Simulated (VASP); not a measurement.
A run of VASP 6.6.1 is set up as follows.

The input INCAR:

```
SYSTEM = LiAl32
ALGO = Normal ; EDIFF = 1E-6
ENCUT = 520 ; GGA = PS
ISIF = 2 ; ISMEAR = -1
LASPH = .TRUE. ; LCHARG = .FALSE.
LREAL = Auto ; LWAVE = .FALSE.
NBANDS = 72 ; NELM = 60
PREC = Accurate ; SIGMA = 0.1
```

File KPOINTS:

```
k-points
0
G
  2 2 2
  0 0 0
```

File POSCAR:

```
LiAl32
1.0
    8.1000000000      0.0000000000      0.0000000000
    0.0000000000      8.1000000000      0.0000000000
    0.0000000000      0.0000000000      8.1000000000
Al Li
32 1
Direct
    0.4977027240      0.0021015949      0.0021238222
    0.7500538406      0.2499281551     -0.0121094288
    0.7500537995     -0.0120991111      0.2499358562
    0.0022605277      0.0020346413      0.0020568199
    0.2499413628      0.2508148922     -0.0455434386
    0.4986013044      0.4983803971      0.0012311791
    0.7499829672      0.7502370759     -0.0043804747
    0.2499412063     -0.0458049213      0.2507297977
    0.5435711956      0.2507954583      0.2507103297
    0.7500547539      0.5122584088      0.2499306214
    0.4985092465      0.0013010237      0.4983095005
    0.7500547030      0.2499229261      0.5122514623
    0.7499828778     -0.0043721173      0.7502126542
    0.0013666035      0.4984426835      0.0011699622
    0.2500052271      0.7492524613     -0.0121320998
   -0.0432323305      0.2507918316      0.2507070740
    0.2499448286      0.5411023627      0.2506850011
    0.5122034903      0.7492470344      0.2499337797
    0.0014581626      0.0012392355      0.4983723398
    0.2499446213      0.2507700920      0.5413428196
    0.4993359397      0.4991227533      0.4991439416
    0.7499844720      0.7502162418      0.5044852887
    0.2500052188     -0.0121171918      0.7493328854
    0.5121989525      0.2499260483      0.7493274197
    0.7499845607      0.5044900020      0.7501918160
   -0.0122147392      0.7492460888      0.2499334153
    0.0006361786      0.4991798246      0.4992009392
    0.2500055962      0.7492406904      0.5122730197
   -0.0122102354      0.2499256535      0.7493265570
    0.2500056183      0.5122755153      0.7493211168
    0.5044358989      0.7502278477      0.7502033667
   -0.0044442105      0.7502261692      0.7502018678
    0.2502289373      0.2468266322      0.2471646882
```

Potentials or basis: VASP PAW PBE potentials, release 64 (Al, Li_sv).

Launch:

```console
$ cat potpaw_PBE.64/Al/POTCAR potpaw_PBE.64/Li_sv/POTCAR > POTCAR
$ mpirun -np 1 vasp_std > vasp.out
```

(1) What does it give for the largest force?

## Answers

(1) 0.017 eV/Å.

Caveat: the k points lie up to 0.39 Å⁻¹ apart; the PAW data sets were made with another functional, which shifts forces and pressure a little.
